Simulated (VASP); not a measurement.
# Ti in VASP: notebook

Ti is run at these levels: PBE; tasks: single point.

All numbers are computed with VASP 6.6.1; they aren't measurements. Logs are shortened: lines on timing, memory, paths and dates and some standing lists are left out, and cuts for length are marked.

## (1) The cell of the first run

The cell holds a wire with vacuum, 2 atoms: a = 10.100 Å, b = 9.300 Å, c = 2.613 Å, α = 90.00°, β = 90.00°, γ = 90.00°.

## (2) Single point, PBE, collinear spin, ferromagnetic start

Input file INCAR:

```
PREC = Accurate ; ENCUT = 520
EDIFF = 1E-6 ; ISMEAR = 0
SIGMA = 0.05 ; LREAL = F
LASPH = T ; NELM = 150
ALGO = Normal ; ISIF = 2
LWAVE = F ; LCHARG = F
ISPIN = 2 ; MAGMOM = 1.5 1.5
LORBIT = 11 ; LMAXMIX = 4
GGA = PE ; NBANDS = 23
```

Input file KPOINTS:

```
regular mesh
0
Gamma
  1 1 14
```

Input file POSCAR:

```
Ti
1.0
   10.1000000000      0.0000000000      0.0000000000
    0.0000000000      9.3000000000      0.0000000000
    0.0000000000      0.0000000000      2.6131112637
Ti
2
Direct
    0.3982535735      0.5000000000      0.0000000000
    0.6017464265      0.5000000000      0.5000000000
```

Potentials or basis: VASP PAW PBE potentials, release 64 (Ti_sv).

Command:

```
$ cat potpaw_PBE.64/Ti_sv/POTCAR > POTCAR
$ mpirun -np 1 vasp_std > vasp.out
```

OUTCAR:

```text
PREC = Accurate
   ENCUT = 520
   EDIFF = 1E-6
   ISMEAR = 0
   LREAL = F
   LASPH = T
   NELM = 150
   ISIF = 2
   ISPIN = 2
   LORBIT = 11
   GGA = PE

 ion  position               nearest neighbor table
   1  0.398  0.500  0.000-   2 2.44   2 2.44
   2  0.602  0.500  0.500-   1 2.44   1 2.44

  LATTYP: Found a simple orthorhombic cell.
 ALAT       =     2.6131112637
 B/A-ratio  =     3.5589758956
 C/A-ratio  =     3.8651243597

  Lattice vectors:

 A1 = (   0.0000000000,   0.0000000000,  -2.6131112637)
 A2 = (   0.0000000000,   9.3000000000,   0.0000000000)
 A3 = (  10.1000000000,   0.0000000000,   0.0000000000)

Analysis of symmetry for initial positions (statically):
=====================================================================
 Subroutine PRICEL returns:
 Original cell was already a primitive cell.

 Routine SETGRP: Setting up the symmetry group for a
 simple orthorhombic supercell.

 Subroutine GETGRP returns: Found  8 space group operations
 (whereof  4 operations were pure point group operations)
 out of a pool of  8 trial point group operations.

The static configuration has the point symmetry C_2v.
 The point group associated with its full space group is D_2h.

Analysis of symmetry for dynamics (positions and initial velocities):
=====================================================================
 Subroutine PRICEL returns:
 Original cell was already a primitive cell.

 Routine SETGRP: Setting up the symmetry group for a
 simple orthorhombic supercell.

 Subroutine GETGRP returns: Found  8 space group operations
 (whereof  4 operations were pure point group operations)
 out of a pool of  8 trial point group operations.

The dynamic configuration has the point symmetry C_2v.
 The point group associated with its full space group is D_2h.

Analysis of structural, dynamic, and magnetic symmetry:
=====================================================================
 Subroutine PRICEL returns:
 Original cell was already a primitive cell.

 Routine SETGRP: Setting up the symmetry group for a
 simple orthorhombic supercell.

 Subroutine GETGRP returns: Found  8 space group operations
 (whereof  4 operations were pure point group operations)
 out of a pool of  8 trial point group operations.

[... 100 lines left out ...]
   EFERMI_NEDOS =   21; number of points for ismear=-14 and -15
   IALGO  =     38    algorithm
   IMIX   =      4    mixing-type and parameters
     AMIX     =   0.40;   BMIX     =  1.00
     AMIX_MAG =   1.60;   BMIX_MAG =  1.00
  volume/ion in A,a.u.               =     122.72       828.19
  Fermi-wavevector in a.u.,A,eV,Ry     =   0.754208  1.425247  7.739399  0.568830
  Thomas-Fermi vector in A             =   1.851823
   LORBIT       =     11    0 simple, 1 ext, 2 COOP (PROOUT), +10 PAW based schemes
   GGA     = PE    functional components
   LHFCALC =     F    Hartree Fock is set to
   AEXX    =    0.0000 exact exchange contribution
   IVDW    =     0    specifies the selected vdW correction
   LEPSILON=     F    determine dielectric tensor
   LRPA    =     F    only Hartree local field effects (RPA)
 spin polarized calculation
 Gauss-broadening in eV      SIGMA  =   0.05
  energy-cutoff  :      520.00
  volume of cell :      245.45
 maximum number of plane-waves:      6650
 NGX is ok and might be reduce to    80
   NGX = 37   NGY = 35   NGZ =  9

 number of electron      23.9999997 magnetization       0.2982104

 Free energy of the ion-electron system (eV)
  ---------------------------------------------------
  ext. energy  EPLUGINS =         0.00000000
  ---------------------------------------------------
  free energy    TOTEN  =       -10.88883966 eV

  energy without entropy =      -10.88595805  energy(sigma->0) =      -10.88739886

 E-fermi :  -1.7812     XC(G=0):  -3.2985

 val. band max:       -1.7838012272   @ k =   0.0000   0.0000   0.1429
 cond. band min:      -1.7053316637   @ k =   0.0000   0.0000   0.2857
 fundamental gap:      0.0784695635
 Fermi energy:        -1.7812087527

 spin component 1

 k-point     1 :       0.0000    0.0000    0.0000
  band No.  band energies     occupation
      1     -58.4747      1.00000
      2     -58.2042      1.00000
      3     -35.1452      1.00000
      4     -34.8327      1.00000
      5     -34.6352      1.00000
      6     -34.1871      1.00000
[... 197 lines left out ...]
     22       4.9502      0.00000
     23       5.3607      0.00000
 Fermi energy:        -1.7812087527

 spin component 2

 k-point     1 :       0.0000    0.0000    0.0000
  band No.  band energies     occupation
      1     -58.4325      1.00000
      2     -58.1615      1.00000
      3     -35.1103      1.00000
      4     -34.7787      1.00000
      5     -34.5803      1.00000
      6     -34.1443      1.00000
[... 197 lines left out ...]
     22       5.1576      0.00000
     23       5.4713      0.00000

------------------------ aborting loop because EDIFF is reached ----------------------------------------

  FORCE on cell =-STRESS in cart. coord.  units (eV):
  Direction    XX          YY          ZZ          XY          YZ          ZX
  --------------------------------------------------------------------------------------
  -------------------------------------------------------------------------------------
  Total        0.2471119     -0.0607573     -0.0326296      0.0000000      0.0000000      0.0000000
  in kB        1.6130286     -0.3965947     -0.2129904      0.0000000      0.0000000      0.0000000
  external PRESSURE =       0.3344811 kB  Pullay stress =       0.0000000 kB

 VOLUME and BASIS-vectors are now :
 -----------------------------------------------------------------------------
  energy-cutoff  :      520.00
  volume of cell :      245.45
      direct lattice vectors                 reciprocal lattice vectors
    10.100000000  0.000000000  0.000000000     0.099009901  0.000000000  0.000000000
     0.000000000  9.300000000  0.000000000     0.000000000  0.107526882  0.000000000
     0.000000000  0.000000000  2.613111264     0.000000000  0.000000000  0.382685580

 POSITION                                       TOTAL-FORCE (eV/Angst)
 -----------------------------------------------------------------------------------
      4.02236      4.65000      0.00000        -0.009171      0.000000      0.000000
      6.07764      4.65000      1.30656         0.009171      0.000000      0.000000
 -----------------------------------------------------------------------------------
    total drift:                               -0.000000      0.000000     -0.000000

  FREE ENERGIE OF THE ION-ELECTRON SYSTEM (eV)
  ---------------------------------------------------
  free  energy   TOTEN  =       -10.8888396582 eV

  energy  without entropy=      -10.8859580529  energy(sigma->0) =      -10.88739886

 total charge

# of ion       s       p       d       tot
------------------------------------------
    1        2.278   6.014   2.121  10.413
    2        2.278   6.014   2.121  10.413
--------------------------------------------------
tot          4.557  12.028   4.242  20.827

 magnetization (x)

# of ion       s       p       d       tot
------------------------------------------
    1        0.005   0.002   0.041   0.048
    2        0.005   0.002   0.041   0.048
--------------------------------------------------
tot          0.011   0.004   0.081   0.096
```

stdout:

```text
POSCAR found type information on POSCAR Ti
 POSCAR found :  1 types and       2 ions
 scaLAPACK will be used
 LDA part: xc-table for (Slater+PW92), standard interpolation
 POSCAR, INCAR and KPOINTS ok, starting setup
 FFT: planning ... GRIDC
 FFT: planning ... GRID_SOFT
 FFT: planning ... GRID
 WAVECAR not read
 entering main loop
```

It took 69 s on 1 thread of Intel Xeon 6975P-C (Granite Rapids), shared host; peak memory 0.4 GiB.

Results:

```
Free energy                                           : -10.8888 eV
Largest force                                         : 0.009 eV/Å
Net moment                                            : 0.30 μB per cell
Site moments                                          : Ti +0.05 μB
Valence electrons inside the program's atomic spheres : Ti 10.41
```

Forces in eV/Å, atoms in the order of the input:
```
Ti  -0.009  0.000  0.000
Ti   0.009  0.000  0.000
```

Levels at points of the mesh, in eV from the Fermi level:
Spin up:
| k point | band 9 | band 10 | band 11 | band 12 | band 13 | band 14 | band 15 | band 16 |
| --- | --- | --- | --- | --- | --- | --- | --- | --- |
| (0.00, 0.00, 0.00) | -3.13 | -2.19 | -0.67 | -0.32 | -0.13 | 0.66 | 0.95 | 1.12 |
| (0.00, 0.00, 0.50) | -1.10 | -1.10 | -0.78 | -0.78 | 1.85 | 1.85 | 1.95 | 1.95 |
Spin down:
```
           k point  band 8  band 9  band 10  band 11  band 12  band 13  band 14  band 15  band 16  band 17
(0.00, 0.00, 0.00)  -32.06   -3.05    -2.14    -0.65    -0.23     0.16     0.86     1.08     1.26     1.65
(0.00, 0.00, 0.50)  -32.48   -1.05    -1.05    -0.76    -0.76     1.97     1.97     2.08     2.08     2.18
```

## (3) Single point, PBE, collinear spin, ferromagnetic start

This run uses another cell than the first one, of 214.51 Å³/atom, 1.748 times its volume.

Input file INCAR:

```
SYSTEM = Ti
PREC = Accurate
ENCUT = 520
EDIFF = 1E-7
ISMEAR = 0
SIGMA = 0.05
LREAL = .FALSE.
LASPH = .TRUE.
NELM = 150
ALGO = Normal
ISIF = 2
LWAVE = .FALSE.
LCHARG = .FALSE.
ISPIN = 2
MAGMOM = 1.5 1.5
LORBIT = 11
LMAXMIX = 4
GGA = PE
NBANDS = 23
```

Input file KPOINTS:

```
Automatic mesh
0
G
  1 1 14
  0 0 0
```

Input file POSCAR:

```
Ti
1.0
   10.1000000000      0.0000000000      0.0000000000
    0.0000000000      9.3000000000      0.0000000000
    0.0000000000      0.0000000000      4.5673477907
Ti
2
Direct
    0.4434734184      0.5000000000      0.0000000000
    0.5565265816      0.5000000000      0.5000000000
```

Potentials or basis: VASP PAW PBE potentials, release 64 (Ti_sv).

Command:

```
$ cat potpaw_PBE.64/Ti_sv/POTCAR > POTCAR
$ mpirun -np 1 vasp_std > vasp.out
```

OUTCAR:

```text
SYSTEM = Ti
   PREC = Accurate
   ENCUT = 520
   EDIFF = 1E-7
   ISMEAR = 0
   LREAL = .FALSE.
   LASPH = .TRUE.
   NELM = 150
   ISIF = 2
   ISPIN = 2
   LORBIT = 11
   GGA = PE

 ion  position               nearest neighbor table
   1  0.443  0.500  0.000-   2 2.55   2 2.55
   2  0.557  0.500  0.500-   1 2.55   1 2.55

  LATTYP: Found a simple orthorhombic cell.
 ALAT       =     4.5673477907
 B/A-ratio  =     2.0361926497
 C/A-ratio  =     2.2113490067

  Lattice vectors:

 A1 = (   0.0000000000,   0.0000000000,  -4.5673477907)
 A2 = (   0.0000000000,   9.3000000000,   0.0000000000)
 A3 = (  10.1000000000,   0.0000000000,   0.0000000000)

Analysis of symmetry for initial positions (statically):
=====================================================================
 Subroutine PRICEL returns:
 Original cell was already a primitive cell.

 Routine SETGRP: Setting up the symmetry group for a
 simple orthorhombic supercell.

 Subroutine GETGRP returns: Found  8 space group operations
 (whereof  4 operations were pure point group operations)
 out of a pool of  8 trial point group operations.

The static configuration has the point symmetry C_2v.
 The point group associated with its full space group is D_2h.

Analysis of symmetry for dynamics (positions and initial velocities):
=====================================================================
 Subroutine PRICEL returns:
 Original cell was already a primitive cell.

 Routine SETGRP: Setting up the symmetry group for a
 simple orthorhombic supercell.

 Subroutine GETGRP returns: Found  8 space group operations
 (whereof  4 operations were pure point group operations)
 out of a pool of  8 trial point group operations.

The dynamic configuration has the point symmetry C_2v.
 The point group associated with its full space group is D_2h.

Analysis of structural, dynamic, and magnetic symmetry:
=====================================================================
 Subroutine PRICEL returns:
 Original cell was already a primitive cell.

 Routine SETGRP: Setting up the symmetry group for a
 simple orthorhombic supercell.

 Subroutine GETGRP returns: Found  8 space group operations
 (whereof  4 operations were pure point group operations)
 out of a pool of  8 trial point group operations.

The overall configuration has the point symmetry C_2v.
 The point group associated with its full space group is D_2h.

 Subroutine INISYM returns: Found  8 space group operations
 (whereof  4 operations are pure point group operations),
 and found     1 'primitive' translations

----------------------------------------------------------------------------------------

                                     Primitive cell

  volume of cell :     429.0110

  direct lattice vectors                    reciprocal lattice vectors
    10.100000000  0.000000000  0.000000000     0.099009901  0.000000000  0.000000000
     0.000000000  9.300000000  0.000000000     0.000000000  0.107526882  0.000000000
     0.000000000  0.000000000  4.567347791     0.000000000  0.000000000  0.218945446

  length of vectors
    10.100000000  9.300000000  4.567347791     0.099009901  0.107526882  0.218945446

  position of ions in fractional coordinates (direct lattice)
     0.443473418  0.500000000  0.000000000
[... 53 lines left out ...]
   ISTART =      0    job   : 0-new  1-cont  2-samecut
   ICHARG =      2    charge: 1-file 2-atom 10-const
   ISPIN  =      2    spin polarized calculation?
   LNONCOLLINEAR =      F non collinear calculations
   LSORBIT =      F    spin-orbit coupling
   LASPH  =      T    aspherical Exc in radial PAW
   ENCUT  =  520.0 eV  38.22 Ry    6.18 a.u.  18.78 17.29  8.49*2*pi/ulx,y,z
   NELM   =    150;   NELMIN=  2; NELMDL= -5     # of ELM steps
   EDIFF  = 0.1E-06   stopping-criterion for ELM
   LREAL  =      F    real-space projection
   EDIFFG = 0.1E-05   stopping-criterion for IOM
   NSW    =      0    number of steps for IOM
   IBRION =     -1    ionic relax: 0-MD 1-quasi-New 2-CG
   NFREE  =      0    steps in history (QN), initial steepest desc. (CG)
   ISIF   =      2    stress and relaxation
   ISYM   =      2    0-nonsym 1-usesym 2-fastsym
   POTIM  = 0.5000    time-step for ionic-motion
   TEBEG  =    0.0;   TEEND  =   0.0 temperature during run
   PSTRESS=    0.0 pullay stress
   NELECT =      24.0000    total number of electrons
   NUPDOWN=      -1.0000    fix difference up-down
   EMIN   =  10.00;   EMAX   =-10.00  energy-range for DOS
   EFERMI =   0.00;   METHOD = LEGACY
   ISMEAR =     0;   SIGMA  =   0.05  broadening in eV -4-tet -1-fermi 0-gaus
   EFERMI_NEDOS =   21; number of points for ismear=-14 and -15
   IALGO  =     38    algorithm
   IMIX   =      4    mixing-type and parameters
     AMIX     =   0.40;   BMIX     =  1.00
     AMIX_MAG =   1.60;   BMIX_MAG =  1.00
  volume/ion in A,a.u.               =     214.51      1447.55
  Fermi-wavevector in a.u.,A,eV,Ry     =   0.626117  1.183190  5.333797  0.392023
  Thomas-Fermi vector in A             =   1.687259
   LORBIT       =     11    0 simple, 1 ext, 2 COOP (PROOUT), +10 PAW based schemes
   GGA     = PE    functional components
   LHFCALC =     F    Hartree Fock is set to
   AEXX    =    0.0000 exact exchange contribution
   IVDW    =     0    specifies the selected vdW correction
   LEPSILON=     F    determine dielectric tensor
   LRPA    =     F    only Hartree local field effects (RPA)
 spin polarized calculation
 Gauss-broadening in eV      SIGMA  =   0.05
  energy-cutoff  :      520.00
  volume of cell :      429.01
 maximum number of plane-waves:     11611
 NGX is ok and might be reduce to    80
   NGX = 37   NGY = 35   NGZ = 17

 number of electron      24.0000000 magnetization       3.1809687

 Free energy of the ion-electron system (eV)
  ---------------------------------------------------
  ext. energy  EPLUGINS =         0.00000000
  ---------------------------------------------------
  free energy    TOTEN  =        -8.47834419 eV

  energy without entropy =       -8.47484033  energy(sigma->0) =       -8.47659226

 E-fermi :  -2.1719     XC(G=0):  -2.5367

 val. band max:       -2.2137508016   @ k =   0.0000   0.0000   0.5000
 cond. band min:      -2.1392768049   @ k =   0.0000   0.0000   0.0000
 fundamental gap:      0.0744739967
 Fermi energy:        -2.1719145952

 spin component 1

 k-point     1 :       0.0000    0.0000    0.0000
  band No.  band energies     occupation
      1     -59.8226      1.00000
      2     -59.6585      1.00000
      3     -36.4612      1.00000
      4     -36.3328      1.00000
      5     -36.2085      1.00000
      6     -35.9826      1.00000
[... 197 lines left out ...]
     22       1.1007      0.00000
     23       1.1949      0.00000
 Fermi energy:        -2.1719145952

 spin component 2

 k-point     1 :       0.0000    0.0000    0.0000
  band No.  band energies     occupation
      1     -58.7643      1.00000
      2     -58.5987      1.00000
      3     -35.2178      1.00000
      4     -35.2010      1.00000
      5     -35.0981      1.00000
      6     -35.0393      1.00000
[... 197 lines left out ...]
     22       1.5843      0.00000
     23       2.1743      0.00000

------------------------ aborting loop because EDIFF is reached ----------------------------------------

  FORCE on cell =-STRESS in cart. coord.  units (eV):
  Direction    XX          YY          ZZ          XY          YZ          ZX
  --------------------------------------------------------------------------------------
  -------------------------------------------------------------------------------------
  Total        0.1009069     -0.0817188     -4.6447302      0.0000000      0.0000000      0.0000000
  in kB        0.3768454     -0.3051857    -17.3461328      0.0000000      0.0000000      0.0000000
  external PRESSURE =      -5.7581577 kB  Pullay stress =       0.0000000 kB

 VOLUME and BASIS-vectors are now :
 -----------------------------------------------------------------------------
  energy-cutoff  :      520.00
  volume of cell :      429.01
      direct lattice vectors                 reciprocal lattice vectors
    10.100000000  0.000000000  0.000000000     0.099009901  0.000000000  0.000000000
     0.000000000  9.300000000  0.000000000     0.000000000  0.107526882  0.000000000
     0.000000000  0.000000000  4.567347791     0.000000000  0.000000000  0.218945446

 POSITION                                       TOTAL-FORCE (eV/Angst)
 -----------------------------------------------------------------------------------
      4.47908      4.65000      0.00000        -0.135382      0.000000      0.000000
      5.62092      4.65000      2.28367         0.135382      0.000000      0.000000
 -----------------------------------------------------------------------------------
    total drift:                                0.000000     -0.000000     -0.000000

  FREE ENERGIE OF THE ION-ELECTRON SYSTEM (eV)
  ---------------------------------------------------
  free  energy   TOTEN  =        -8.4783441851 eV

  energy  without entropy=       -8.4748403325  energy(sigma->0) =       -8.47659226

 total charge

# of ion       s       p       d       tot
------------------------------------------
    1        2.242   5.971   2.021  10.234
    2        2.242   5.971   2.021  10.234
--------------------------------------------------
tot          4.483  11.943   4.043  20.468

 magnetization (x)

# of ion       s       p       d       tot
------------------------------------------
    1        0.024   0.019   1.087   1.130
    2        0.024   0.019   1.087   1.130
--------------------------------------------------
tot          0.047   0.039   2.174   2.260
```

It took 2.5 min on 1 thread of Intel Xeon 6975P-C (Granite Rapids), shared host; peak memory 0.63 GiB.

What came out:

```yaml
Free_energy: -8.4783 eV
Largest_force: 0.135 eV/Å
Net_moment: 3.18 μB per cell
Site_moments: Ti +1.13 μB
Valence_electrons_inside_the_program's_atomic_spheres: Ti 10.23
```

Forces on the atoms (eV/Å):
```
Ti  -0.135  0.000  0.000
Ti   0.135  0.000  0.000
```

Levels at points of the mesh, in eV from the Fermi level:
Spin up:
```tsv
k point	band 11	band 12	band 13	band 14	band 15	band 16	band 17	band 18
(0.00, 0.00, 0.00)	-0.61	-0.45	-0.30	-0.19	0.03	0.75	0.75	0.78
(0.00, 0.00, 0.50)	-1.01	-1.01	-0.63	-0.63	0.31	0.31	0.65	0.65
```
Spin down:
| k point | band 7 | band 8 | band 9 | band 10 | band 11 | band 12 | band 13 | band 14 |
| --- | --- | --- | --- | --- | --- | --- | --- | --- |
| (0.00, 0.00, 0.00) | -32.74 | -32.22 | -2.13 | -0.08 | 0.39 | 0.41 | 0.90 | 1.04 |
| (0.00, 0.00, 0.50) | -32.52 | -32.52 | -0.42 | -0.42 | -0.04 | -0.04 | 0.44 | 0.44 |

[end of part 1 of 2]
